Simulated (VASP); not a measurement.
# LiH (F-43m) in VASP: notebook, part 2 of 2

VASP 6.6.1. Earlier steps stand in the parts before.

## 3. Single point, LDA

This run uses another cell than the first one, of 9.13 Å³/atom, 0.947 times its volume.

Contents of INCAR:

```
SYSTEM = LiH
PREC = Accurate
ENCUT = 520
EDIFF = 1E-6
ISMEAR = -1
SIGMA = 0.02
LREAL = .False.
LASPH = .True.
NELM = 80
ALGO = Normal
ISIF = 2
LWAVE = .False.
LCHARG = .True.
LELF = .True.
LVHAR = .True.
NBANDS = 9
```

Contents of KPOINTS:

```
regular mesh
0
Gamma
  10 10 10
  0 0 0
```

Contents of POSCAR:

```
LiH
1.0
    0.0000000000      2.0904261279      2.0904261279
    2.0904261279      0.0000000000      2.0904261279
    2.0904261279      2.0904261279      0.0000000000
Li H
1 1
Direct
    0.0000000000      0.0000000000      0.0000000000
    0.2500000000      0.2500000000      0.2500000000
```

Potentials or basis: VASP PAW LDA potentials, release 64 (Li_sv, H).

Command:

```console
$ cat potpaw_LDA.64/Li_sv/POTCAR potpaw_LDA.64/H/POTCAR > POTCAR
$ mpirun -np 1 vasp_std > vasp.out
```

OUTCAR:

```text
SYSTEM = LiH
   PREC = Accurate
   ENCUT = 520
   EDIFF = 1E-6
   ISMEAR = -1
   LREAL = .False.
   LASPH = .True.
   NELM = 80
   ISIF = 2

 ion  position               nearest neighbor table
   1  0.000  0.000  0.000-
   2  0.250  0.250  0.250-

  LATTYP: Found a face centered cubic cell.
 ALAT       =     4.1808522558

  Lattice vectors:

 A1 = (   0.0000000000,   2.0904261279,   2.0904261279)
 A2 = (   2.0904261279,   0.0000000000,   2.0904261279)
 A3 = (   2.0904261279,   2.0904261279,   0.0000000000)

Analysis of symmetry for initial positions (statically):
=====================================================================
 Subroutine PRICEL returns:
 Original cell was already a primitive cell.

 Routine SETGRP: Setting up the symmetry group for a
 face centered cubic supercell.

 Subroutine GETGRP returns: Found 24 space group operations
 (whereof 24 operations were pure point group operations)
 out of a pool of 48 trial point group operations.

The static configuration has the point symmetry T_d .

Analysis of symmetry for dynamics (positions and initial velocities):
=====================================================================
 Subroutine PRICEL returns:
 Original cell was already a primitive cell.

 Routine SETGRP: Setting up the symmetry group for a
 face centered cubic supercell.

 Subroutine GETGRP returns: Found 24 space group operations
 (whereof 24 operations were pure point group operations)
 out of a pool of 48 trial point group operations.

The dynamic configuration has the point symmetry T_d .

 Subroutine INISYM returns: Found 24 space group operations
 (whereof 24 operations are pure point group operations),
 and found     1 'primitive' translations

----------------------------------------------------------------------------------------
[... 115 lines left out ...]
  Fermi-wavevector in a.u.,A,eV,Ry     =   0.986696  1.864585 13.246209  0.973569
  Thomas-Fermi vector in A             =   2.118096
   LORBIT       =      0    0 simple, 1 ext, 2 COOP (PROOUT), +10 PAW based schemes
   GGA     = CA    functional components
   LHFCALC =     F    Hartree Fock is set to
   AEXX    =    0.0000 exact exchange contribution
   IVDW    =     0    specifies the selected vdW correction
   LEPSILON=     F    determine dielectric tensor
   LRPA    =     F    only Hartree local field effects (RPA)
 non-spin polarized calculation
  energy-cutoff  :      520.00
  volume of cell :       18.27
 maximum number of plane-waves:       531
 NGX is ok and might be reduce to    24
   NGX = 11   NGY = 11   NGZ = 11

 number of electron       4.0000005 magnetization

 Free energy of the ion-electron system (eV)
  ---------------------------------------------------
  ext. energy  EPLUGINS =         0.00000000
  ---------------------------------------------------
  free energy    TOTEN  =        -6.34860894 eV

  energy without entropy =       -6.34860894  energy(sigma->0) =       -6.34860894

 E-fermi :  -1.0072     XC(G=0):  -8.2680

 val. band max:       -1.4291594259   @ k =  -0.3000   0.5000   0.2000
 cond. band min:       2.6772415126   @ k =   0.5000   0.0000   0.0000
 fundamental gap:      4.1064009385
 Fermi energy:        -1.0072254817

 k-point     1 :       0.0000    0.0000    0.0000
  band No.  band energies     occupation
      1     -43.7247      2.00000
      2      -5.3512      2.00000
      3      12.4298      0.00000
      4      16.1837      0.00000
      5      16.1837      0.00000
      6      16.1837      0.00000
      7      19.0762      0.00000
      8      19.0762      0.00000
      9      19.0762      0.00000
[... 265 lines left out ...]
 k-point    24 :       0.4000    0.3000    0.0000
  band No.  band energies     occupation
      1     -43.6870      2.00000
      2      -2.8494      2.00000
      3       6.4126      0.00000
      4       9.4745      0.00000
      5      10.2686      0.00000
      6      12.1643      0.00000
      7      17.5703      0.00000
      8      26.9137      0.00000
      9      27.3892      0.00000

 [... further k-points ...]

------------------------ aborting loop because EDIFF is reached ----------------------------------------

  FORCE on cell =-STRESS in cart. coord.  units (eV):
  Direction    XX          YY          ZZ          XY          YZ          ZX
  --------------------------------------------------------------------------------------
  -------------------------------------------------------------------------------------
  Total       -0.0185865     -0.0185865     -0.0185865     -0.0000000     -0.0000000      0.0000000
  in kB       -1.6299481     -1.6299481     -1.6299481     -0.0000000     -0.0000000      0.0000000
  external PRESSURE =      -1.6299481 kB  Pullay stress =       0.0000000 kB

 VOLUME and BASIS-vectors are now :
 -----------------------------------------------------------------------------
  energy-cutoff  :      520.00
  volume of cell :       18.27
      direct lattice vectors                 reciprocal lattice vectors
     0.000000000  2.090426128  2.090426128    -0.239185682  0.239185682  0.239185682
     2.090426128  0.000000000  2.090426128     0.239185682 -0.239185682  0.239185682
     2.090426128  2.090426128  0.000000000     0.239185682  0.239185682 -0.239185682

 POSITION                                       TOTAL-FORCE (eV/Angst)
 -----------------------------------------------------------------------------------
      0.00000      0.00000      0.00000         0.000000      0.000000      0.000000
      1.04521      1.04521      1.04521        -0.000000     -0.000000     -0.000000
 -----------------------------------------------------------------------------------
    total drift:                                0.000000      0.000000      0.000000

  FREE ENERGIE OF THE ION-ELECTRON SYSTEM (eV)
  ---------------------------------------------------
  free  energy   TOTEN  =        -6.3486089390 eV

  energy  without entropy=       -6.3486089390  energy(sigma->0) =       -6.34860894
```

OSZICAR:

```text
N       E                     dE             d eps       ncg     rms          rms(c)
DAV:   1    -0.228380704274E+01   -0.22838E+01   -0.14771E+03   862   0.396E+02
DAV:   2    -0.663833359609E+01   -0.43545E+01   -0.43282E+01  1190   0.523E+01
DAV:   3    -0.671553068279E+01   -0.77197E-01   -0.77161E-01   996   0.584E+00
DAV:   4    -0.671612274062E+01   -0.59206E-03   -0.59199E-03  1163   0.481E-01
DAV:   5    -0.671612654241E+01   -0.38018E-05   -0.38017E-05  1003   0.266E-02    0.327E+00
DAV:   6    -0.643419550976E+01    0.28193E+00   -0.27629E-01   928   0.139E+00    0.158E+00
DAV:   7    -0.634692386699E+01    0.87272E-01   -0.29554E-01   953   0.154E+00    0.259E-01
DAV:   8    -0.634865229929E+01   -0.17284E-02   -0.54784E-03   929   0.423E-01    0.461E-02
DAV:   9    -0.634860882471E+01    0.43475E-04   -0.20332E-04  1156   0.666E-02    0.793E-03
DAV:  10    -0.634860893898E+01   -0.11427E-06   -0.57821E-06  1004   0.144E-02
   1 F= -.63486089E+01 E0= -.63486089E+01  d E =-.751686E-11
```

stdout:

```text
POSCAR found type information on POSCAR LiH
 POSCAR found :  2 types and       2 ions
 scaLAPACK will be used
 LDA part: xc-table for (Slater(with rela. corr.)+CA(PZ))
 , standard interpolation
 POSCAR, INCAR and KPOINTS ok, starting setup
 FFT: planning ... GRIDC
 FFT: planning ... GRID_SOFT
 FFT: planning ... GRID
 WAVECAR not read
 entering main loop
```

Run time: 3.8 s. Hardware: 1 thread of Intel Xeon Platinum 8488C (Sapphire Rapids), shared host; peak memory 0.12 GiB.

Results:

```yaml
Free_energy: -6.3486 eV
Band_gap_on_the_k_mesh: 4.11 eV, indirect (least direct gap 5.19 eV)
```

Caveat: the cutoff is under 1.25 times the usual one of these potentials, so pressure, stress and relaxed cells hold a basis-set (Pulay) error. A k mesh can miss the band edges.

## 4. Single point, PBE

This run uses another cell than the first one, of 9.87 Å³/atom, 1.023 times its volume.

Contents of INCAR:

```
PREC     = Accurate       # precision mode
ENCUT    = 520            # plane-wave cutoff, eV
EDIFF    = 1E-7           # SCF threshold, eV
ISMEAR   = -1             # smearing method
SIGMA    = 0.02           # smearing width, eV
LREAL    = False          # projectors in reciprocal space
LASPH    = True           # aspherical terms in the spheres
NELM     = 80             # most SCF steps
ALGO     = Normal         # electronic algorithm
ISIF     = 2              # what is computed and relaxed
LWAVE    = False          # write WAVECAR
LCHARG   = True           # write CHGCAR
GGA      = PE             # functional
LELF     = True           # ELF
LVHAR    = True         
NBANDS   = 9              # bands
```

Contents of KPOINTS:

```
Automatic mesh
0
Gamma
  10 10 10
```

Contents of POSCAR:

```
LiH
1.0
    0.0000000000      2.1451220264      2.1451220264
    2.1451220264      0.0000000000      2.1451220264
    2.1451220264      2.1451220264      0.0000000000
Li H
1 1
Direct
    0.0000000000      0.0000000000      0.0000000000
    0.2500000000      0.2500000000      0.2500000000
```

Potentials or basis: VASP PAW PBE potentials, release 64 (Li_sv, H).

Command:

```console
$ cat potpaw_PBE.64/Li_sv/POTCAR potpaw_PBE.64/H/POTCAR > POTCAR
$ mpirun -np 1 vasp_std > vasp.out
```

Wall time 4.8 s (1 thread of Intel Xeon Platinum 8488C (Sapphire Rapids), shared host); peak memory 0.13 GiB.

It converged, with:

| Item | Value |
| --- | --- |
| Free energy | -6.0307 eV |
| Band gap on the k mesh | 4.24 eV, indirect (least direct gap 5.27 eV) |

Levels at points of the mesh, in eV from the valence-band top:
| k point | band 1 | band 2 | band 3 | band 4 | band 5 | band 6 | band 7 |
| --- | --- | --- | --- | --- | --- | --- | --- |
| (0.00, 0.00, 0.00) | -43.32 | -3.66 | 13.10 | 17.30 | 17.30 | 17.30 | 19.87 |
| (0.50, 0.00, 0.00) | -43.30 | -1.03 | 4.24 | 15.08 | 15.08 | 16.09 | 19.01 |
| (0.50, 0.50, 0.00) | -43.29 | -0.31 | 7.22 | 9.99 | 10.76 | 10.76 | 18.39 |

Caveat: the cutoff is under 1.25 times the usual one of these potentials, so pressure, stress and relaxed cells hold a basis-set (Pulay) error.

## 5. Single point, LDA

This run uses another cell than the first one, of 9.87 Å³/atom, 1.023 times its volume.

Contents of INCAR:

```
SYSTEM = LiH
  PREC = Accurate
  ENCUT = 520
  EDIFF = 1E-7
  ISMEAR = 0
  SIGMA = 0.01
  LREAL = .FALSE.
  LASPH = .TRUE.
  NELM = 60
  ALGO = Normal
  ISIF = 2
  LWAVE = .FALSE.
  LCHARG = .FALSE.
  GGA = CA
  NBANDS = 9
```

Contents of KPOINTS:

```
Automatic mesh
0
G
  10 10 10
  0 0 0
```

POSCAR is that of step 4.

Potentials or basis: VASP PAW LDA potentials, release 64 (Li_sv, H).

Command:

```console
$ cat potpaw_LDA.64/Li_sv/POTCAR potpaw_LDA.64/H/POTCAR > POTCAR
$ mpirun -np 1 vasp_std > vasp.out
```

Wall time 4.5 s (1 thread of Intel Xeon Platinum 8488C (Sapphire Rapids), shared host); peak memory 0.12 GiB.

The run converged. Its results:

* Free energy: -6.3388 eV
* Band gap on the k mesh: 3.98 eV, indirect (least direct gap 5.02 eV)

Levels at points of the mesh, in eV from the valence-band top:
| k point | band 1 | band 2 | band 3 | band 4 | band 5 |
| --- | --- | --- | --- | --- | --- |
| (0.00, 0.00, 0.00) | -42.45 | -3.75 | 13.11 | 16.82 | 16.82 |
| (0.50, 0.00, 0.00) | -42.43 | -1.08 | 3.98 | 14.67 | 14.67 |
| (0.50, 0.50, 0.00) | -42.42 | -0.35 | 6.97 | 9.75 | 10.40 |

Caveat: the cutoff is under 1.25 times the usual one of these potentials, so pressure, stress and relaxed cells hold a basis-set (Pulay) error.

## 6. Overview

```tsv
level	potentials or basis	cell	smearing	gap on the mesh (eV)
PBEsol	VASP PAW PBE potentials, release 64 (Li_sv, H)	a = 3.011 Å, angles 60.0°, 2 atoms	fermi-dirac 0.02 eV	4.06
LDA	VASP PAW LDA potentials, release 64 (Li_sv, H)	a = 2.956 Å, angles 60.0°, 2 atoms	fermi-dirac 0.02 eV	4.11
PBE	VASP PAW PBE potentials, release 64 (Li_sv, H)	a = 3.034 Å, angles 60.0°, 2 atoms	fermi-dirac 0.02 eV	4.24
LDA	VASP PAW LDA potentials, release 64 (Li_sv, H)	a = 3.034 Å, angles 60.0°, 2 atoms	gaussian 0.01 eV	3.98
```

Alike in all rows: task single point; no spin polarisation; k mesh 10 × 10 × 10; cutoff (eV) 520.

Caveats: the cutoff is under 1.25 times the usual one of these potentials, so pressure, stress and relaxed cells hold a basis-set (Pulay) error; the PAW data sets were made with another functional, which shifts forces and pressure a little (some runs).

Absolute energies hang on the potentials; compare differences alone.
